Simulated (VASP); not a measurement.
Here is a VASP 6.6.1 calculation.

Contents of INCAR:

```
SYSTEM = InBi
PREC = Accurate
ENCUT = 520
EDIFF = 1E-6
ISMEAR = -1
SIGMA = 0.3
LREAL = .False.
LASPH = .True.
NELM = 100
ALGO = Normal
ISIF = 2
LWAVE = .False.
LCHARG = .True.
GGA = CA
LELF = .True.
LVHAR = .True.
NBANDS = 21
```

KPOINTS

```
regular mesh
0
Gamma
  6 6 6
  0 0 0
```

POSCAR

```
InBi
1.0
    0.0000000000      3.4426510222      3.4426510222
    3.4426510222      0.0000000000      3.4426510222
    3.4426510222      3.4426510222      0.0000000000
In Bi
1 1
Direct
    0.0000000000      0.0000000000      0.0000000000
    0.2500000000      0.2500000000      0.2500000000
```

Potentials or basis: VASP PAW LDA potentials, release 64 (In_d, Bi_d).

Run with:

```console
$ cat potpaw_LDA.64/In_d/POTCAR potpaw_LDA.64/Bi_d/POTCAR > POTCAR
$ mpirun -np 1 vasp_std > vasp.out
```

(1) Predict the band gap on the k mesh.

(2) Predict the pressure.

Results:

(1) zero (band 14 reaches 3.74 eV, above the bottom of band 15 at 3.45 eV).

(2) -2.8 GPa.

Caveat: spin-orbit coupling is left out, which moves the levels of the heavy elements.
